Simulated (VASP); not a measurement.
# Rh (Fm-3m) in VASP: notebook

Rh is run at these levels: RPBE; tasks: single point.

All numbers are computed with VASP 6.6.1; they aren't measurements. Logs are shortened: lines on timing, memory, paths and dates and some standing lists are left out, and cuts for length are marked.

**1. The cell of the first run**

Symmetry: Fm-3m, No. 225, cubic system. The conventional cell has a = 3.905 Å, b = 3.905 Å, c = 3.905 Å, α = 90.00°, β = 90.00°, γ = 90.00°. Rh (site symmetry m-3m) has 12 Rh at 2.76 Å within 3.6 Å.

**2. Single point, RPBE, collinear spin, ferromagnetic start (14.88 Å³/atom)**

INCAR reads:

```
SYSTEM = Rh
PREC = Accurate
ENCUT = 520
EDIFF = 1E-6
ISMEAR = -1
SIGMA = 0.05
LREAL = .False.
LASPH = .True.
NELM = 150
ALGO = Normal
ISIF = 2
LWAVE = .False.
LCHARG = .False.
ISPIN = 2
MAGMOM = 1
LORBIT = 11
LMAXMIX = 4
GGA = RP
NBANDS = 18
```

KPOINTS reads:

```
Automatic mesh
0
Gamma
  23 23 23
  0 0 0
```

POSCAR reads:

```
Rh
1.0
    0.0000000000      1.9523765732      1.9523765732
    1.9523765732      0.0000000000      1.9523765732
    1.9523765732      1.9523765732      0.0000000000
Rh
1
Direct
    0.0000000000      0.0000000000      0.0000000000
```

Potentials or basis: VASP PAW PBE potentials, release 64 (Rh_pv).

Started as:

```console
$ cat potpaw_PBE.64/Rh_pv/POTCAR > POTCAR
$ mpirun -np 1 vasp_std > vasp.out
```

OUTCAR:

```text
SYSTEM = Rh
   PREC = Accurate
   ENCUT = 520
   EDIFF = 1E-6
   ISMEAR = -1
   LREAL = .False.
   LASPH = .True.
   NELM = 150
   ISIF = 2
   ISPIN = 2
   LORBIT = 11
   GGA = RP

 ion  position               nearest neighbor table
   1  0.000  0.000  0.000-

  LATTYP: Found a face centered cubic cell.
 ALAT       =     3.9047531464

  Lattice vectors:

 A1 = (   0.0000000000,   1.9523765732,   1.9523765732)
 A2 = (   1.9523765732,   0.0000000000,   1.9523765732)
 A3 = (   1.9523765732,   1.9523765732,   0.0000000000)

Analysis of symmetry for initial positions (statically):
=====================================================================
 Subroutine PRICEL returns:
 Original cell was already a primitive cell.

 Routine SETGRP: Setting up the symmetry group for a
 face centered cubic supercell.

 Subroutine GETGRP returns: Found 48 space group operations
 (whereof 48 operations were pure point group operations)
 out of a pool of 48 trial point group operations.

The static configuration has the point symmetry O_h .

Analysis of symmetry for dynamics (positions and initial velocities):
=====================================================================
 Subroutine PRICEL returns:
 Original cell was already a primitive cell.

 Routine SETGRP: Setting up the symmetry group for a
 face centered cubic supercell.

 Subroutine GETGRP returns: Found 48 space group operations
 (whereof 48 operations were pure point group operations)
 out of a pool of 48 trial point group operations.

The dynamic configuration has the point symmetry O_h .

Analysis of structural, dynamic, and magnetic symmetry:
=====================================================================
 Subroutine PRICEL returns:
 Original cell was already a primitive cell.

 Routine SETGRP: Setting up the symmetry group for a
 face centered cubic supercell.

 Subroutine GETGRP returns: Found 48 space group operations
 (whereof 48 operations were pure point group operations)
 out of a pool of 48 trial point group operations.

The overall configuration has the point symmetry O_h .

 Subroutine INISYM returns: Found 48 space group operations
 (whereof 48 operations are pure point group operations),
 and found     1 'primitive' translations

----------------------------------------------------------------------------------------

                                     Primitive cell

  volume of cell :      14.8840

  direct lattice vectors                    reciprocal lattice vectors
     0.000000000  1.952376573  1.952376573    -0.256098135  0.256098135  0.256098135
     1.952376573  0.000000000  1.952376573     0.256098135 -0.256098135  0.256098135
     1.952376573  1.952376573  0.000000000     0.256098135  0.256098135 -0.256098135

  length of vectors
     2.761077429  2.761077429  2.761077429     0.443574982  0.443574982  0.443574982

  position of ions in fractional coordinates (direct lattice)
     0.000000000  0.000000000  0.000000000

  ion indices of the primitive-cell ions
   primitive index   ion index
                 1           1

----------------------------------------------------------------------------------------

 KPOINTS: Automatic mesh

Automatic generation of k-mesh.
 Grid dimensions read from file:
 generate k-points for:   23   23   23

 Generating k-lattice:

  Cartesian coordinates                     Fractional coordinates (reciprocal lattice)
    -0.011134702  0.011134702  0.011134702     0.043478261  0.000000000  0.000000000
     0.011134702 -0.011134702  0.011134702     0.000000000  0.043478261  0.000000000
     0.011134702  0.011134702 -0.011134702     0.000000000  0.000000000  0.043478261

  Length of vectors
     0.019285869  0.019285869  0.019285869

  Shift w.r.t. Gamma in fractional coordinates (k-lattice)
     0.000000000  0.000000000  0.000000000

 Subroutine IBZKPT returns following result:
 ===========================================

 Found    364 irreducible k-points:

 Following reciprocal coordinates:
            Coordinates               Weight
  0.000000  0.000000  0.000000      1.000000
  0.043478  0.000000  0.000000      8.000000
  0.086957  0.000000  0.000000      8.000000
  0.130435  0.000000  0.000000      8.000000
  0.173913  0.000000  0.000000      8.000000
  0.217391  0.000000  0.000000      8.000000
[... 16 lines left out ...]
  0.478261  0.043478  0.000000     24.000000
 -0.478261  0.043478  0.000000     24.000000
 [... further k-points ...]
   k-points           NKPTS =    364   k-points in BZ     NKDIM =    364   number of bands    NBANDS=     18
   number of dos      NEDOS =    301   number of ions     NIONS =      1
   total plane-waves  NPLWV =  13824
   dimension x,y,z NGX =    24 NGY =   24 NGZ =   24
   dimension x,y,z NGXF=    48 NGYF=   48 NGZF=   48
   ions per type =               1
   NGX,Y,Z   is equivalent  to a cutoff of  14.45, 14.45, 14.45 a.u.
   NGXF,Y,Z  is equivalent  to a cutoff of  28.90, 28.90, 28.90 a.u.
 SYSTEM =  Rh
   PREC   = accura    normal or accurate (medium, high low for compatibility)
   ISTART =      0    job   : 0-new  1-cont  2-samecut
   ICHARG =      2    charge: 1-file 2-atom 10-const
   ISPIN  =      2    spin polarized calculation?
   LNONCOLLINEAR =      F non collinear calculations
   LSORBIT =      F    spin-orbit coupling
   LASPH  =      T    aspherical Exc in radial PAW
   ENCUT  =  520.0 eV  38.22 Ry    6.18 a.u.   5.13  5.13  5.13*2*pi/ulx,y,z
   NELM   =    150;   NELMIN=  2; NELMDL= -5     # of ELM steps
   EDIFF  = 0.1E-05   stopping-criterion for ELM
   LREAL  =      F    real-space projection
   EDIFFG = 0.1E-04   stopping-criterion for IOM
   NSW    =      0    number of steps for IOM
   IBRION =     -1    ionic relax: 0-MD 1-quasi-New 2-CG
   NFREE  =      0    steps in history (QN), initial steepest desc. (CG)
   ISIF   =      2    stress and relaxation
   ISYM   =      2    0-nonsym 1-usesym 2-fastsym
   POTIM  = 0.5000    time-step for ionic-motion
   TEBEG  =    0.0;   TEEND  =   0.0 temperature during run
   PSTRESS=    0.0 pullay stress
   NELECT =      15.0000    total number of electrons
   NUPDOWN=      -1.0000    fix difference up-down
   EMIN   =  10.00;   EMAX   =-10.00  energy-range for DOS
   EFERMI =   0.00;   METHOD = LEGACY
   ISMEAR =    -1;   SIGMA  =   0.05  broadening in eV -4-tet -1-fermi 0-gaus
   EFERMI_NEDOS =   21; number of points for ismear=-14 and -15
   IALGO  =     38    algorithm
   IMIX   =      4    mixing-type and parameters
     AMIX     =   0.40;   BMIX     =  1.00
     AMIX_MAG =   1.60;   BMIX_MAG =  1.00
  volume/ion in A,a.u.               =      14.88       100.44
  Fermi-wavevector in a.u.,A,eV,Ry     =   1.641339  3.101681 36.654017  2.693994
  Thomas-Fermi vector in A             =   2.731826
   LORBIT       =     11    0 simple, 1 ext, 2 COOP (PROOUT), +10 PAW based schemes
   GGA     = RP    functional components
   LHFCALC =     F    Hartree Fock is set to
   AEXX    =    0.0000 exact exchange contribution
   IVDW    =     0    specifies the selected vdW correction
   LEPSILON=     F    determine dielectric tensor
   LRPA    =     F    only Hartree local field effects (RPA)
 spin polarized calculation
  energy-cutoff  :      520.00
  volume of cell :       14.88
 maximum number of plane-waves:       415
 NGX is ok and might be reduce to    24
   NGX = 11   NGY = 11   NGZ = 11

 number of electron      15.0000000 magnetization      -0.0009285

 number of electron      15.0000000 magnetization       0.0003538

 Free energy of the ion-electron system (eV)
  ---------------------------------------------------
  ext. energy  EPLUGINS =         0.00000000
  ---------------------------------------------------
  free energy    TOTEN  =        -6.60681756 eV

  energy without entropy =       -6.59463144  energy(sigma->0) =       -6.60072450

 E-fermi :  10.5885     XC(G=0): -13.4218

 val. band max:       10.5870828551   @ k =   0.3913   0.2174   0.0435
 cond. band min:      10.6095059054   @ k =  -0.3043   0.0435   0.0000
 fundamental gap:      0.0224230503
 Fermi energy:        10.5884643622

 spin component 1

 k-point     1 :       0.0000    0.0000    0.0000
  band No.  band energies     occupation
      1     -35.6512      1.00000
      2     -35.6512      1.00000
      3     -35.6512      1.00000
      4       3.2487      1.00000
      5       7.8811      1.00000
      6       7.8811      1.00000
[... 10 lines left out ...]
     17      41.3327      0.00000
     18      41.3327      0.00000

 k-point     2 :       0.0435    0.0000    0.0000
  band No.  band energies     occupation
      1     -35.6618      1.00000
      2     -35.6527      1.00000
      3     -35.6527      1.00000
      4       3.3197      1.00000
      5       7.8512      1.00000
      6       7.9081      1.00000
[... 10 lines left out ...]
     17      41.1272      0.00000
     18      41.1272      0.00000

 k-point     3 :       0.0870    0.0000    0.0000
  band No.  band energies     occupation
      1     -35.6926      1.00000
      2     -35.6569      1.00000
      3     -35.6569      1.00000
      4       3.5279      1.00000
      5       7.7702      1.00000
      6       7.9829      1.00000
[... 10 lines left out ...]
     17      40.5145      0.00000
     18      40.5145      0.00000

 k-point     4 :       0.1304    0.0000    0.0000
  band No.  band energies     occupation
      1     -35.7412      1.00000
      2     -35.6637      1.00000
      3     -35.6637      1.00000
      4       3.8566      1.00000
      5       7.6648      1.00000
      6       8.0853      1.00000
[... 375 lines left out ...]
      4       5.2248      1.00000
      5       7.8248      1.00000
      6       7.9308      1.00000
[... 10 lines left out ...]
     17      40.1253      0.00000
     18      46.3691      0.00000

 k-point    23 :       0.4783    0.0435    0.0000
  band No.  band energies     occupation
      1     -36.1941      1.00000
      2     -35.7337      1.00000
      3     -35.7316      1.00000
      4       5.1890      1.00000
      5       7.7807      1.00000
      6       7.8787      1.00000
[... 10 lines left out ...]
     17      41.1725      0.00000
     18      47.0322      0.00000

 k-point    24 :      -0.4783    0.0435    0.0000
  band No.  band energies     occupation
      1     -36.2007      1.00000
      2     -35.7366      1.00000
      3     -35.7306      1.00000
      4       5.1794      1.00000
      5       7.7742      1.00000
      6       7.8602      1.00000
[... 10 lines left out ...]
     17      41.5183      0.00000
     18      47.6638      0.00000

 [... further k-points ...]

 spin component 2

 k-point     1 :       0.0000    0.0000    0.0000
  band No.  band energies     occupation
      1     -35.6508      1.00000
      2     -35.6508      1.00000
      3     -35.6508      1.00000
      4       3.2486      1.00000
      5       7.8813      1.00000
      6       7.8813      1.00000
[... 10 lines left out ...]
     17      41.3328      0.00000
     18      41.3328      0.00000

 k-point     2 :       0.0435    0.0000    0.0000
  band No.  band energies     occupation
      1     -35.6614      1.00000
      2     -35.6523      1.00000
      3     -35.6523      1.00000
      4       3.3197      1.00000
      5       7.8514      1.00000
      6       7.9083      1.00000
[... 10 lines left out ...]
     17      41.1273      0.00000
     18      41.1273      0.00000

 k-point     3 :       0.0870    0.0000    0.0000
  band No.  band energies     occupation
      1     -35.6922      1.00000
      2     -35.6565      1.00000
      3     -35.6565      1.00000
      4       3.5279      1.00000
      5       7.7704      1.00000
      6       7.9831      1.00000
[... 10 lines left out ...]
     17      40.5146      0.00000
     18      40.5146      0.00000

 k-point     4 :       0.1304    0.0000    0.0000
  band No.  band energies     occupation
      1     -35.7408      1.00000
      2     -35.6633      1.00000
      3     -35.6633      1.00000
      4       3.8565      1.00000
      5       7.6650      1.00000
      6       8.0855      1.00000
[... 375 lines left out ...]
      4       5.2249      1.00000
      5       7.8251      1.00000
      6       7.9310      1.00000
[... 10 lines left out ...]
     17      40.1253      0.00000
     18      46.3691      0.00000

 k-point    23 :       0.4783    0.0435    0.0000
  band No.  band energies     occupation
      1     -36.1938      1.00000
      2     -35.7333      1.00000
      3     -35.7311      1.00000
      4       5.1891      1.00000
      5       7.7810      1.00000
      6       7.8790      1.00000
[... 10 lines left out ...]
     17      41.1725      0.00000
     18      47.0323      0.00000

 k-point    24 :      -0.4783    0.0435    0.0000
  band No.  band energies     occupation
      1     -36.2003      1.00000
      2     -35.7362      1.00000
      3     -35.7302      1.00000
      4       5.1795      1.00000
      5       7.7745      1.00000
      6       7.8605      1.00000
[... 10 lines left out ...]
     17      41.5183      0.00000
     18      47.6634      0.00000

 [... further k-points ...]
[... 5 lines left out ...]
  --------------------------------------------------------------------------------------
  -------------------------------------------------------------------------------------
  Total       -0.7740726     -0.7740726     -0.7740726      0.0000000      0.0000000      0.0000000
  in kB      -83.3242746    -83.3242746    -83.3242746      0.0000000      0.0000000      0.0000000
  external PRESSURE =     -83.3242746 kB  Pullay stress =       0.0000000 kB

 VOLUME and BASIS-vectors are now :
 -----------------------------------------------------------------------------
  energy-cutoff  :      520.00
  volume of cell :       14.88
      direct lattice vectors                 reciprocal lattice vectors
     0.000000000  1.952376573  1.952376573    -0.256098135  0.256098135  0.256098135
     1.952376573  0.000000000  1.952376573     0.256098135 -0.256098135  0.256098135
     1.952376573  1.952376573  0.000000000     0.256098135  0.256098135 -0.256098135

 POSITION                                       TOTAL-FORCE (eV/Angst)
 -----------------------------------------------------------------------------------
      0.00000      0.00000      0.00000        -0.000000      0.000000     -0.000000
 -----------------------------------------------------------------------------------
    total drift:                               -0.000000     -0.000000     -0.000000

  FREE ENERGIE OF THE ION-ELECTRON SYSTEM (eV)
  ---------------------------------------------------
  free  energy   TOTEN  =        -6.6068175572 eV

  energy  without entropy=       -6.5946314403  energy(sigma->0) =       -6.60072450

 total charge

# of ion       s       p       d       tot
------------------------------------------
    1        0.384   6.251   7.028  13.663

 magnetization (x)

# of ion       s       p       d       tot
------------------------------------------
    1       -0.000  -0.000   0.000   0.000
```

It took 2 min on 1 thread of AMD EPYC 9R45 (Zen 5), shared host; peak memory 0.23 GiB.

What came out:

| Property | Result |
| --- | --- |
| Free energy | -6.6068 eV |
| Pressure | -8.3 GPa |
| Net moment | 0.00 μB per cell |
| Valence electrons inside the program's atomic spheres | Rh 13.66 |

Caveat: the cell stands under tension; the PAW data sets were made with another functional, which shifts forces and pressure a little.

[end of part 1 of 2]
